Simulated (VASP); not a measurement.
# HfSi2 (Cmcm) in VASP: further runs, part 2 of 2

VASP 6.6.1. Earlier steps stand in the parts before.

## Step 4: Single point, PBE

This run uses another cell than the first one, of 16.39 Å³/atom.

File INCAR:

```
PREC     = Accurate       # precision mode
ENCUT    = 500            # plane-wave cutoff, eV
EDIFF    = 1E-6           # SCF threshold, eV
ISMEAR   = 0              # smearing method
SIGMA    = 0.1            # smearing width, eV
LREAL    = F              # projectors in reciprocal space
LASPH    = T              # aspherical terms in the spheres
NELM     = 120            # most SCF steps
ALGO     = Normal         # electronic algorithm
ISIF     = 2              # what is computed and relaxed
LWAVE    = F              # write WAVECAR
LCHARG   = F              # write CHGCAR
GGA      = PE             # functional
NBANDS   = 48             # bands
GGA_COMPAT= F
```

File KPOINTS:

```
Automatic mesh
0
Gamma
  10 4 10
```

File POSCAR:

```
HfSi2
1.0
    3.6825349311      0.0000000000      0.0000000000
    0.0000000000     14.5920001102      0.0000000000
    0.0000000000      0.0000000000      3.6597919838
Hf Si
4 8
Direct
    0.0000000000      0.1054627643      0.2500000000
    0.5000000000      0.3945372357      0.7500000000
    0.5000000000      0.6054627643      0.2500000000
    0.0000000000      0.8945372357      0.7500000000
    0.0000000000      0.4457202729      0.2500000000
    0.5000000000      0.0542797271      0.7500000000
    0.5000000000      0.2497181712      0.2500000000
    0.0000000000      0.2502818288      0.7500000000
    0.5000000000      0.9457202729      0.2500000000
    0.0000000000      0.5542797271      0.7500000000
    0.0000000000      0.7497181712      0.2500000000
    0.5000000000      0.7502818288      0.7500000000
```

Started as:

```sh
$ cat potpaw_PBE.64/Hf_pv/POTCAR potpaw_PBE.64/Si/POTCAR > POTCAR
$ mpirun -np 1 vasp_std > vasp.out
```

It took 16 min on 1 thread of AMD EPYC 9755, shared host; peak memory 0.72 GiB.

Results (log left out):

```yaml
Free_energy: -89.8723 eV
Pressure: -0.1 GPa
Largest_force: 0.027 eV/Å
Band_gap_on_the_k_mesh: zero (bands 36 and 37 overlap by 0.96 eV)
```

Forces on the atoms (eV/Å):
```
Hf   0.000  0.000  0.000
Hf   0.000  0.000  0.000
Hf   0.000  0.000  0.000
Hf   0.000  0.000  0.000
Si   0.000  0.027  0.000
Si   0.000 -0.027  0.000
Si   0.000 -0.001  0.000
Si   0.000  0.001  0.000
Si   0.000  0.027  0.000
Si   0.000 -0.027  0.000
Si   0.000 -0.001  0.000
Si   0.000  0.001  0.000
```

Levels at points of the mesh, in eV from the Fermi level:
```csv
k point,band 33,band 34,band 35,band 36,band 37,band 38,band 39,band 40
"(0.00, 0.00, 0.00)",-2.12,-1.60,-0.09,0.34,1.20,1.22,1.33,1.35
"(0.50, 0.00, 0.00)",-0.95,-0.95,-0.88,-0.88,0.03,0.03,0.80,0.80
"(0.00, 0.50, 0.00)",-1.73,-1.73,-0.13,-0.13,1.27,1.27,1.61,1.61
"(0.50, 0.50, 0.00)",-0.85,-0.85,-0.51,-0.51,-0.41,-0.41,0.81,0.81
"(0.00, 0.00, 0.50)",-0.95,-0.95,-0.08,-0.08,0.03,0.03,0.07,0.07
"(0.50, 0.00, 0.50)",-2.39,-2.39,-2.39,-2.39,1.71,1.71,1.71,1.71
"(0.00, 0.50, 0.50)",-0.56,-0.56,-0.56,-0.56,0.02,0.02,0.02,0.02
"(0.50, 0.50, 0.50)",-2.41,-2.41,-2.41,-2.41,1.90,1.90,1.90,1.90
```

Caveat: spin-orbit coupling is left out, which moves the levels of the heavy elements.

## Step 5: Relaxation of shape and atoms at fixed volume, PBE (15.41 Å³/atom)

File INCAR:

```
PREC     = Accurate       # precision mode
ENCUT    = 500            # plane-wave cutoff, eV
EDIFF    = 1E-7           # SCF threshold, eV
ISMEAR   = 0              # smearing method
SIGMA    = 0.1            # smearing width, eV
LREAL    = F              # projectors in reciprocal space
LASPH    = T              # aspherical terms in the spheres
NELM     = 120            # most SCF steps
ALGO     = Normal         # electronic algorithm
ISIF     = 4              # what is computed and relaxed
LWAVE    = F              # write WAVECAR
LCHARG   = F              # write CHGCAR
GGA      = PE             # functional
IBRION   = 2              # ionic algorithm
NSW      = 50             # ionic steps
EDIFFG   = -0.01          # ionic threshold
GGA_COMPAT= F            
NELMIN   = 4
```

File KPOINTS:

```
Automatic mesh
0
Gamma
  10 10 10
```

File POSCAR:

```
HfSi2
1.0
    1.8063944350     -7.1148367111      0.0000000000
    1.8063944350      7.1148367111      0.0000000000
    0.0000000000      0.0000000000      3.5959069437
Hf Si
2 4
Direct
    0.8951297951      0.1048702049      0.2500000000
    0.1048702049      0.8951297951      0.7500000000
    0.5548844143      0.4451155857      0.2500000000
    0.4451155857      0.5548844143      0.7500000000
    0.2502423404      0.7497576596      0.2500000000
    0.7497576596      0.2502423404      0.7500000000
```

Started as:

```sh
$ cat potpaw_PBE.64/Hf_pv/POTCAR potpaw_PBE.64/Si/POTCAR > POTCAR
$ mpirun -np 1 vasp_std > vasp.out
```

Wall time 40 min (1 thread of Oxide Virtual Turin-like, shared host); peak memory 0.47 GiB.

The run converged. Its results:

- Free energy: -44.7778 eV
- Energy gained by relaxing: 0.4 meV/atom
- Ionic steps: 5
- Pressure after relaxing: 9.0 GPa
- Largest force after relaxing: 0.008 eV/Å
- Band gap on the k mesh: zero (bands 18 and 19 overlap by 1.05 eV)

Forces in eV/Å, atoms in the order of the input:
```
Hf   0.000  0.004  0.000
Hf   0.000 -0.004  0.000
Si   0.000 -0.007  0.000
Si   0.000  0.007  0.000
Si   0.000 -0.008  0.000
Si   0.000  0.008  0.000
```

The path:
```tsv
step	energy change (eV)	largest force (eV/Å)	pressure (GPa)	volume (Å³)
1	0.0000	0.0926	9.28	92.43
2	-0.0016	0.0436	9.15	92.43
3	-0.0019	0.0398	9.05	92.43
4	-0.0022	0.0172	9.03	92.43
5	-0.0022	0.0084	9.02	92.43
```

Final structure:
```cif
data_structure
_symmetry_space_group_name_H-M 'P 1'
_symmetry_Int_Tables_number 1
_cell_length_a 7.3096
_cell_length_b 7.3096
_cell_length_c 3.6042
_cell_angle_alpha 90.000
_cell_angle_beta 90.000
_cell_angle_gamma 151.317
_cell_volume 92.43
loop_
_atom_site_label
_atom_site_type_symbol
_atom_site_fract_x
_atom_site_fract_y
_atom_site_fract_z
_atom_site_occupancy
Hf1 Hf 0.89572 0.10428 0.25000 1
Hf2 Hf 0.10428 0.89572 0.75000 1
Si1 Si 0.55545 0.44455 0.25000 1
Si2 Si 0.44455 0.55545 0.75000 1
Si3 Si 0.25017 0.74983 0.25000 1
Si4 Si 0.74983 0.25017 0.75000 1
```

Levels at points of the mesh, in eV from the Fermi level:
```
           k point  band 16  band 17  band 18  band 19  band 20  band 21
(0.00, 0.00, 0.00)    -2.61    -2.57     0.10     1.15     1.27     1.78
(0.50, 0.00, 0.00)    -1.77    -0.91    -0.57    -0.51     0.93     0.98
(0.50, 0.50, 0.00)    -2.17    -1.61     0.54     1.14     1.36     1.48
(0.00, 0.00, 0.50)    -2.10    -0.08    -0.08     0.28     0.28     1.72
(0.50, 0.00, 0.50)    -3.52    -2.56    -2.56     2.12     2.12     2.89
(0.50, 0.50, 0.50)    -2.49    -1.05    -1.05     0.13     0.13     2.54
```

Caveat: spin-orbit coupling is left out, which moves the levels of the heavy elements.

## Step 6: Single point, PBE (biaxial strain in the a-b plane: +1.0 %)

File INCAR:

```
SYSTEM = HfSi2
PREC = Accurate ; ENCUT = 500
EDIFF = 1E-6 ; ISMEAR = 0
SIGMA = 0.1 ; LREAL = .FALSE.
LASPH = .TRUE. ; NELM = 120
ALGO = Normal ; ISIF = 2
LWAVE = .FALSE. ; LCHARG = .FALSE.
GGA = PE ; NBANDS = 48
GGA_COMPAT = .FALSE.
```

File KPOINTS:

```
Automatic mesh
0
G
  10 4 10
  0 0 0
```

File POSCAR:

```
HfSi2
1.0
    3.7193602804      0.0000000000      0.0000000000
    0.0000000000     14.7379201113      0.0000000000
    0.0000000000      0.0000000000      3.6378332319
Hf Si
4 8
Direct
    0.0000000000      0.1054627643      0.2500000000
    0.5000000000      0.3945372357      0.7500000000
    0.5000000000      0.6054627643      0.2500000000
    0.0000000000      0.8945372357      0.7500000000
    0.0000000000      0.4457202729      0.2500000000
    0.5000000000      0.0542797271      0.7500000000
    0.5000000000      0.2497181712      0.2500000000
    0.0000000000      0.2502818288      0.7500000000
    0.5000000000      0.9457202729      0.2500000000
    0.0000000000      0.5542797271      0.7500000000
    0.0000000000      0.7497181712      0.2500000000
    0.5000000000      0.7502818288      0.7500000000
```

Potentials or basis: VASP PAW PBE potentials, release 64 (Hf_pv, Si).

Started as:

```sh
$ cat potpaw_PBE.64/Hf_pv/POTCAR potpaw_PBE.64/Si/POTCAR > POTCAR
$ mpirun -np 1 vasp_std > vasp.out
```

OUTCAR:

```text
SYSTEM = HfSi2
   PREC = Accurate
   ENCUT = 500
   EDIFF = 1E-6
   ISMEAR = 0
   LREAL = .FALSE.
   LASPH = .TRUE.
   NELM = 120
   ISIF = 2
   GGA = PE

 ion  position               nearest neighbor table
   1  0.000  0.105  0.250-   6 2.71   6 2.71   6 2.71   6 2.71   8 2.80   8 2.80   7 2.82   7 2.82
                             9 3.00   9 3.00   4 3.60   4 3.60
   2  0.500  0.395  0.750-   5 2.71   5 2.71   5 2.71   5 2.71   7 2.80   7 2.80   8 2.82   8 2.82
                            10 3.00  10 3.00   3 3.60   3 3.60
[... 1484 lines left out ...]
 -----------------------------------------------------------------------------
  energy-cutoff  :      500.00
  volume of cell :      199.41
      direct lattice vectors                 reciprocal lattice vectors
     3.719360280  0.000000000  0.000000000     0.268863440  0.000000000  0.000000000
     0.000000000 14.737920111  0.000000000     0.000000000  0.067852179  0.000000000
     0.000000000  0.000000000  3.637833232     0.000000000  0.000000000  0.274888907

 POSITION                                       TOTAL-FORCE (eV/Angst)
 -----------------------------------------------------------------------------------
      0.00000      1.55430      0.90946        -0.000000      0.093967      0.000000
      1.85968      5.81466      2.72837         0.000000     -0.093967      0.000000
      1.85968      8.92326      0.90946        -0.000000      0.093967     -0.000000
      0.00000     13.18362      2.72837        -0.000000     -0.093967     -0.000000
      0.00000      6.56899      0.90946        -0.000000      0.044874     -0.000000
      1.85968      0.79997      2.72837        -0.000000     -0.044874      0.000000
      1.85968      3.68033      0.90946        -0.000000     -0.048799      0.000000
      0.00000      3.68863      2.72837         0.000000      0.048799      0.000000
      1.85968     13.93795      0.90946        -0.000000      0.044874      0.000000
      0.00000      8.16893      2.72837        -0.000000     -0.044874     -0.000000
      0.00000     11.04929      0.90946        -0.000000     -0.048799      0.000000
      1.85968     11.05759      2.72837         0.000000      0.048799      0.000000
 -----------------------------------------------------------------------------------
    total drift:                                0.000000      0.000000      0.000000

  FREE ENERGIE OF THE ION-ELECTRON SYSTEM (eV)
  ---------------------------------------------------
  free  energy   TOTEN  =       -89.8425541894 eV

  energy  without entropy=      -89.8283289495  energy(sigma->0) =      -89.83544157
```

stdout:

```text
POSCAR found type information on POSCAR HfSi
 POSCAR found :  2 types and      12 ions
 scaLAPACK will be used
 LDA part: xc-table for (Slater+PW92), standard interpolation
 POSCAR, INCAR and KPOINTS ok, starting setup
 FFT: planning ... GRIDC
 FFT: planning ... GRID_SOFT
 FFT: planning ... GRID
 WAVECAR not read
 entering main loop
```

It took 31 min on 1 thread of Oxide Virtual Turin-like, shared host; peak memory 0.73 GiB.

Results:

```
Free energy            : -89.8426 eV
Pressure               : -1.7 GPa
Largest force          : 0.094 eV/Å
Band gap on the k mesh : zero (bands 36 and 37 overlap by 0.88 eV)
```

Forces on the atoms (eV/Å):
```
Hf   0.000  0.094  0.000
Hf   0.000 -0.094  0.000
Hf   0.000  0.094  0.000
Hf   0.000 -0.094  0.000
Si   0.000  0.045  0.000
Si   0.000 -0.045  0.000
Si   0.000 -0.049  0.000
Si   0.000  0.049  0.000
Si   0.000  0.045  0.000
Si   0.000 -0.045  0.000
Si   0.000 -0.049  0.000
Si   0.000  0.049  0.000
```

Stress tensor (GPa, compression positive):
```
-2.57  0.00  0.00
 0.00 -2.30  0.00
 0.00  0.00 -0.12
```

Levels at points of the mesh, in eV from the Fermi level:
```csv
k point,band 33,band 34,band 35,band 36,band 37,band 38,band 39,band 40
"(0.00, 0.00, 0.00)",-2.21,-1.60,-0.12,0.25,1.25,1.25,1.31,1.35
"(0.50, 0.00, 0.00)",-0.94,-0.94,-0.76,-0.76,0.10,0.10,0.91,0.91
"(0.00, 0.50, 0.00)",-1.77,-1.77,-0.14,-0.14,1.29,1.29,1.59,1.59
"(0.50, 0.50, 0.00)",-0.83,-0.83,-0.39,-0.39,-0.32,-0.32,0.81,0.81
"(0.00, 0.00, 0.50)",-0.97,-0.97,-0.15,-0.15,-0.05,-0.05,0.01,0.01
"(0.50, 0.00, 0.50)",-2.37,-2.37,-2.37,-2.37,1.64,1.64,1.64,1.64
"(0.00, 0.50, 0.50)",-0.60,-0.60,-0.60,-0.60,-0.04,-0.04,-0.04,-0.04
"(0.50, 0.50, 0.50)",-2.38,-2.38,-2.38,-2.38,1.81,1.81,1.81,1.81
```

Caveat: the cell differs from its parent crystal (biaxial strain in the a-b plane: +1.0 %); spin-orbit coupling is left out, which moves the levels of the heavy elements.

## Step 7: The runs side by side

```tsv
task	cell	k mesh	gap on the mesh (eV)	pressure (GPa)	largest force (eV/Å)
single point	a = 3.719, b = 14.738, c = 3.637 Å, 12 atoms, atomic positions A	10 × 4 × 10	none	-1.6	0.02
single point	a = 3.793, b = 15.030, c = 3.594 Å, 12 atoms, atomic positions B	10 × 4 × 10	none	-4.3	0.09
single point	a = 3.683, b = 14.592, c = 3.660 Å, 12 atoms, atomic positions C	10 × 4 × 10	none	-0.1	0.03
relaxation of shape and atoms at fixed volume	relaxed from a = 7.341, b = 7.341, c = 3.596 Å, angles 90.0, 90.0, 151.5°, 6 atoms, atomic positions D	10 × 10 × 10	none	9.0	0.01
single point	a = 3.719, b = 14.738, c = 3.638 Å, 12 atoms, atomic positions C	10 × 4 × 10	none	-1.7	0.09
```

Alike in all rows: level PBE; potentials or basis VASP PAW PBE potentials, release 64 (Hf_pv, Si); no spin polarisation; cutoff (eV) 500; smearing gaussian 0.1 eV.

Caveats: spin-orbit coupling is left out, which moves the levels of the heavy elements; the stress differs along the axes, from -7 to -0 GPa (at least some runs).

Absolute energies hang on the potentials; compare differences alone.
